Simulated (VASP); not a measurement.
Sr2MgIrO6, 10 atoms in the cell. Symmetry: Fm-3m, No. 225, cubic system. The conventional cell has a = 7.973 Å, b = 7.973 Å, c = 7.973 Å, α = 90.00°, β = 90.00°, γ = 90.00°. Within 3.7 Å of Sr (site symmetry -43m) lie 12 O at 2.82 Å and 4 Mg at 3.45 Å and 4 Ir at 3.45 Å. Within 2.7 Å of Mg (site symmetry m-3m) lie 6 O at 2.04 Å. Within 2.6 Å of Ir (site symmetry m-3m) lie 6 O at 1.94 Å. O (site symmetry 4mm) has 1 Ir at 1.94 Å and 1 Mg at 2.04 Å within 2.6 Å. 

- Program: VASP 6.6.1
- Task: single point
- Functional: PBEsol
- Potentials or basis: VASP PAW PBE potentials, release 64 (Sr_sv, Mg, Ir, O)
- Cutoff: 520 eV
- k mesh: 4 × 4 × 4
- Occupations: gaussian, width 0.1 eV
- Spin: collinear spin
- Starting moments: [0.0, 0.0, 0.0, 1.0, 0.0, 0.0, 0.0, 0.0, 0.0, 0.0] μB
- Dipole correction: no
- Further INCAR settings: ALGO = Normal; EDIFF = 1e-06; NBANDS = 48

Potentials or basis: VASP PAW PBE potentials, release 64 (Sr_sv, Mg, Ir, O).

Run with:

```console
$ cat potpaw_PBE.64/Sr_sv/POTCAR potpaw_PBE.64/Mg/POTCAR potpaw_PBE.64/Ir/POTCAR potpaw_PBE.64/O/POTCAR > POTCAR
$ mpirun -np 1 vasp_std > vasp.out
```

Hardware: 1 thread of Intel(R) Xeon(R) Platinum 8488C (Sapphire Rapids), with other jobs on the host.

**Question.** Estimate the wall time of this run.

**Answer.** Wall time 3.7 min on 1 thread of Intel(R) Xeon(R) Platinum 8488C (Sapphire Rapids) (shared host), peak memory 0.36 GiB. Counts: scf iterations 26, k points 8.
